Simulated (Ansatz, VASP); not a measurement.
**One calculation of Ba2SeS, two programs**

File INCAR:

```
  PREC = Accurate
  ENCUT = 520
  EDIFF = 1E-6
  ISMEAR = 0
  SIGMA = 0.01
  LREAL = F
  LASPH = T
  NELM = 100
  ALGO = Normal
  ISIF = 2
  LWAVE = F
  LCHARG = T
  GGA = PE
  LELF = T
  LVHAR = T
  NBANDS = 24
```

The input KPOINTS:

```
regular mesh
0
Gamma
  6 6 6
```

The input POSCAR:

```
Ba2SeS
1.0
    2.3098706311      1.3336044307      7.5494506713
   -2.3098706311      1.3336044307      7.5494506713
    0.0000000000     -2.6672088613      7.5494506713
S Se Ba
1 1 2
Direct
    1.0000000000      0.0000000000      0.0000000000
    0.5000000000      0.5000000000      0.5000000000
    0.2526674854      0.2526674854      0.2526674854
    0.7473325146      0.7473325146      0.7473325146
```

Input for Ansatz:

```yaml
crystal:
  lattice:
    - [2.3098706311, 1.3336044307, 7.5494506713]
    - [-2.3098706311, 1.3336044307, 7.5494506713]
    - [0.0, -2.6672088613, 7.5494506713]
  atoms:
    - { symbol: S, position: [1.0, 0.0, 0.0] }
    - { symbol: Se, position: [0.5, 0.5, 0.5] }
    - { symbol: Ba, position: [0.2526674854, 0.2526674854, 0.2526674854] }
    - { symbol: Ba, position: [0.7473325146, 0.7473325146, 0.7473325146] }
kpoints:
  mp_grid: { grid: [6, 6, 6] }
hamiltonian:
  xc: pbe
scf:
  occupations: { method: fixed }
output:
  optics: { e_range: [0, 14], de: 0.05, sigma: 0.1, bands: auto }
```

Alike in both runs: task single point; functional PBE; k mesh 6 × 6 × 6; no spin polarisation.

```csv
,VASP,Ansatz
version,VASP 6.6.1,Ansatz 0.2.0
potentials or method,"VASP PAW PBE potentials, release 64 (S, Se, Ba_sv)","plane waves, PAW"
plane-wave cutoff (eV),520,420
occupations,"gaussian, width 0.01 eV",fixed
valence electrons in the cell,32,42
```

|  | VASP | Ansatz | Ansatz less VASP |
| --- | --- | --- | --- |
| gap on the k mesh at the Fermi level (eV) | 1.99 | 2.08 | +0.090 |

VASP's potentials hold 32 valence electrons a cell and Ansatz's 42, so a difference there can come from the potentials and not from the codes.

Spin-orbit coupling is off throughout.
